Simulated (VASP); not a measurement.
Here is a VASP 6.6.1 calculation.

File INCAR:

```
SYSTEM = HC6
PREC = Accurate ; ENCUT = 520
EDIFF = 1E-6 ; ISMEAR = 0
SIGMA = 0.1 ; LREAL = .FALSE.
LASPH = .TRUE. ; NELM = 100
ALGO = Normal ; ISIF = 2
LWAVE = .FALSE. ; LCHARG = .FALSE.
LDIPOL = .TRUE. ; IDIPOL = 3
DIPOL = 0.5 0.5 0.307 ; GGA = CA
NBANDS = 38
```

File KPOINTS:

```
Automatic mesh
0
G
  6 3 1
  0 0 0
```

File POSCAR:

```
HC6
1.0
    4.8895256614      0.0000000000      0.0000000000
   -1.2223814153      8.7849592876      0.0000000000
    0.0000000000      0.0000000000     22.7474729025
C H
12 2
Direct
    0.0193612757      0.0774451030      0.1758437088
    0.5193612758      0.0774451030      0.1758437088
    0.2742015947      0.0968063788      0.2059542860
    0.7742015947      0.0968063788      0.2059542860
    0.2838822326      0.1355289303      0.2661754406
    0.7838822326      0.1355289303      0.2661754406
    0.0386279421      0.1545151615      0.2955067254
    0.5386279421      0.1545151615      0.2955067254
    0.0488684834      0.1954807970      0.3583587359
    0.5488684834      0.1954807970      0.3583587359
    0.3031723044      0.2126952264      0.3845470194
    0.8031723044      0.2126952264      0.3845470194
    0.0488684834      0.0694885815      0.4605994234
    0.0488684834      0.3214730126      0.4605994234
```

Potentials or basis: VASP PAW LDA potentials, release 64 (C, H).

Launch:

```sh
$ cat potpaw_LDA.64/C/POTCAR potpaw_LDA.64/H/POTCAR > POTCAR
$ mpirun -np 1 vasp_std > vasp.out
```

**Question.** Predict the band gap on the k mesh.

**Answer.** 0.04 eV.

**Question.** What does it give for the largest force?

**Answer.** 3.320 eV/Å.

Forces on the atoms (eV/Å):
```
C   -0.025  0.429  1.861
C    0.034  0.542  1.754
C    0.060 -0.801 -3.094
C   -0.070 -0.883 -3.199
C    0.182  0.181  0.996
C   -0.178  0.304  1.116
C    0.033  0.428  0.954
C   -0.022  0.114  0.335
C   -0.042 -0.365 -1.374
C    0.041 -0.238 -0.934
C   -0.313 -0.487  1.737
C    0.487  1.046  2.025
H    0.688  1.395 -0.640
H   -0.874 -1.664 -1.537
```
